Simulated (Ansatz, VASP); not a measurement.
Al2InAs3: VASP beside Ansatz

```
Al In As
1.0
    -2.07507    2.07507    8.83075
     2.07507   -2.07507    8.83075
     2.07507    2.07507   -8.83075
Al In As
2 1 3
Cartesian
  0.0000 0.0000 14.6473
  0.0000 0.0000 3.0142
  0.0000 0.0000 8.8307
  2.0751 0.0000 7.1936
  2.0751 0.0000 1.6371
  0.0000 2.0751 4.4154
```

Alike in both runs: task single point; functional PBEsol; k mesh 10 × 10 × 10; occupations gaussian, width 0.02 eV; no spin polarisation.

```csv
,VASP,Ansatz
version,VASP 6.6.1,Ansatz 0.2.0
potentials or method,"VASP PAW PBE potentials, release 64 (Al, In_d, As), cutoff 520 eV","scalar-relativistic, plane waves, PAW"
valence electrons in the cell,34,64
```

|  | VASP | Ansatz | Ansatz less VASP |
| --- | --- | --- | --- |
| gap on the k mesh at the Fermi level (eV) | 0.77 | 0.76 | -0.011 |
| least direct gap on the mesh (eV) | 0.77 | 0.76 | -0.011 |
| pressure (GPa) | -2.0 | -2.2 | -0.17 |
| traceless stress, the component that is largest in VASP (GPa) | -0.08 | -0.07 | +0.005 |
| rms of the force components (eV/Å) | 0.034 | 0.032 | -0.0025 |

VASP's potentials were made for PBE, not for PBEsol. Atom by atom the forces differ by 0.002 eV/Å (rms over components). VASP's potentials hold 34 valence electrons a cell and Ansatz's 64, so a difference there can come from the potentials and not from the codes.
